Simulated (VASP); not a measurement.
# TlSi (Pm-3m) in VASP: settings compared, part 2 of 2

VASP 6.6.1. Earlier steps stand in the parts before.

### 4 Single point, PBE, collinear spin, ferromagnetic start

INCAR

```
SYSTEM = TlSi
PREC     = Accurate       ! precision mode
ENCUT    = 500            ! plane-wave cutoff, eV
EDIFF    = 1E-6           ! SCF threshold, eV
ISMEAR   = -1             ! smearing method
SIGMA    = 0.1            ! smearing width, eV
LREAL    = .FALSE.        ! projectors in reciprocal space
LASPH    = .TRUE.         ! aspherical terms in the spheres
NELM     = 200            ! most SCF steps
ALGO     = Normal         ! electronic algorithm
ISIF     = 2              ! what is computed and relaxed
LWAVE    = .FALSE.        ! write WAVECAR
LCHARG   = .FALSE.        ! write CHGCAR
ISPIN    = 2              ! spin polarisation
MAGMOM   = 3 1            ! initial moments
LORBIT   = 11             ! projections on sites
GGA      = PE             ! functional
NBANDS   = 20             ! bands
GGA_COMPAT= .FALSE.
```

KPOINTS

```
Automatic mesh
0
Gamma
  5 5 5
  0.5 0.5 0.5
```

POSCAR

```
TlSi
1.0
    3.5301740000      0.0000000000      0.0000000000
    0.0000000000      3.5301740000      0.0000000000
    0.0000000000      0.0000000000      3.5301740000
Tl Si
1 1
Direct
    0.0000000000      0.0000000000      0.0000000000
    0.5000000000      0.5000000000      0.5000000000
```

Potentials or basis: VASP PAW PBE potentials, release 64 (Tl_d, Si).

On the command line:

```
cat potpaw_PBE.64/Tl_d/POTCAR potpaw_PBE.64/Si/POTCAR > POTCAR
mpirun -np 1 vasp_std > vasp.out
```

OUTCAR:

```text
SYSTEM = TlSi
   PREC = Accurate
   ENCUT = 500
   EDIFF = 1E-6
   ISMEAR = -1
   LREAL = .FALSE.
   LASPH = .TRUE.
   NELM = 200
   ISIF = 2
   ISPIN = 2
   LORBIT = 11
   GGA = PE

 ion  position               nearest neighbor table
   1  0.000  0.000  0.000-   2 3.06   2 3.06   2 3.06   2 3.06   2 3.06   2 3.06   2 3.06   2 3.06

   2  0.500  0.500  0.500-   1 3.06   1 3.06   1 3.06   1 3.06   1 3.06   1 3.06   1 3.06   1 3.06

  LATTYP: Found a simple cubic cell.
 ALAT       =     3.5301740000

  Lattice vectors:

 A1 = (   3.5301740000,   0.0000000000,   0.0000000000)
[... 659 lines left out ...]

 VOLUME and BASIS-vectors are now :
 -----------------------------------------------------------------------------
  energy-cutoff  :      500.00
  volume of cell :       43.99
      direct lattice vectors                 reciprocal lattice vectors
     3.530174000  0.000000000  0.000000000     0.283272156  0.000000000  0.000000000
     0.000000000  3.530174000  0.000000000     0.000000000  0.283272156  0.000000000
     0.000000000  0.000000000  3.530174000     0.000000000  0.000000000  0.283272156

 POSITION                                       TOTAL-FORCE (eV/Angst)
 -----------------------------------------------------------------------------------
      0.00000      0.00000      0.00000         0.000000      0.000000      0.000000
      1.76509      1.76509      1.76509         0.000000      0.000000      0.000000
 -----------------------------------------------------------------------------------
    total drift:                                0.000000      0.000000     -0.000000

  FREE ENERGIE OF THE ION-ELECTRON SYSTEM (eV)
  ---------------------------------------------------
  free  energy   TOTEN  =        -6.3072419421 eV

  energy  without entropy=       -6.2799215251  energy(sigma->0) =       -6.29358173

 total charge

# of ion       s       p       d       tot
------------------------------------------
    1        1.139   0.479   9.654  11.273
    2        0.913   0.618   0.000   1.530
--------------------------------------------------
tot          2.052   1.097   9.654  12.803

 magnetization (x)

# of ion       s       p       d       tot
------------------------------------------
    1       -0.000  -0.000   0.000   0.000
    2       -0.000  -0.000   0.000  -0.000
--------------------------------------------------
tot         -0.000  -0.000   0.000  -0.000
```

OSZICAR:

```text
N       E                     dE             d eps       ncg     rms          rms(c)
DAV:   1     0.703139390572E+02    0.70314E+02   -0.75073E+03   840   0.705E+02
DAV:   2    -0.359027690286E+01   -0.73904E+02   -0.70784E+02   928   0.185E+02
DAV:   3    -0.509157147737E+01   -0.15013E+01   -0.14931E+01   996   0.220E+01
DAV:   4    -0.509910904493E+01   -0.75376E-02   -0.75366E-02   956   0.180E+00
DAV:   5    -0.509918641749E+01   -0.77373E-04   -0.77371E-04   968   0.174E-01    0.133E+01
DAV:   6    -0.627235532762E+01   -0.11732E+01   -0.21478E-01   892   0.325E+00    0.555E+00
DAV:   7    -0.631347913393E+01   -0.41124E-01   -0.54715E-02   916   0.153E+00    0.260E+00
DAV:   8    -0.630910793321E+01    0.43712E-02   -0.69362E-03   860   0.516E-01    0.142E+00
DAV:   9    -0.630720923869E+01    0.18987E-02   -0.18735E-03   904   0.278E-01    0.197E-01
DAV:  10    -0.630723055808E+01   -0.21319E-04   -0.55493E-04   876   0.143E-01    0.615E-02
DAV:  11    -0.630725304001E+01   -0.22482E-04   -0.64259E-05   920   0.493E-02    0.304E-02
DAV:  12    -0.630724363249E+01    0.94075E-05   -0.41502E-06   912   0.148E-02    0.151E-02
DAV:  13    -0.630724189943E+01    0.17331E-05   -0.13730E-06   792   0.733E-03    0.390E-03
DAV:  14    -0.630724194211E+01   -0.42678E-07   -0.20115E-07   444   0.306E-03
   1 F= -.63072419E+01 E0= -.62935817E+01  d E =-.273204E-01  mag=    -0.0000
```

stdout:

```text
POSCAR found type information on POSCAR TlSi
 POSCAR found :  2 types and       2 ions
 scaLAPACK will be used
 LDA part: xc-table for (Slater+PW92), standard interpolation
 POSCAR, INCAR and KPOINTS ok, starting setup
 FFT: planning ... GRIDC
 FFT: planning ... GRID_SOFT
 FFT: planning ... GRID
 WAVECAR not read
 entering main loop
```

Wall time 36 s (1 thread of AMD EPYC 7R43 (Zen 3), shared host); peak memory 0.14 GiB.

Results:

| Property | Result |
| --- | --- |
| Free energy | -6.3072 eV |
| Pressure | 3.5 GPa |
| Net moment | 0.00 μB per cell |
| Valence electrons inside the program's atomic spheres | Tl 11.27; Si 1.53 |

Caveat: spin-orbit coupling is left out, which moves the levels of the heavy elements.

### 5 Overview

```csv
level,spin,k mesh,gap on the mesh (eV),pressure (GPa)
PBE,off,5 × 5 × 5,none,2.8
PBEsol,off,5 × 5 × 5,none,-0.5
PBE,"collinear, ferromagnetic start","5 × 5 × 5, shifted",none,3.5
```

Alike in all rows: task single point; potentials or basis VASP PAW PBE potentials, release 64 (Tl_d, Si); cell as given; cutoff (eV) 500; smearing fermi-dirac 0.1 eV.

Every run on the cell as given and a fine mesh finds a metal. The pressure there spans -0.5 GPa (PBEsol) to 3.5 GPa (PBE); a positive pressure means that this level wants a larger cell, a negative one a smaller.

Caveats: spin-orbit coupling is left out, which moves the levels of the heavy elements; the PAW data sets were made with another functional, which shifts forces and pressure a little (some runs).

Total energies depend on the potentials used, so only differences within one code and one set of settings carry meaning.
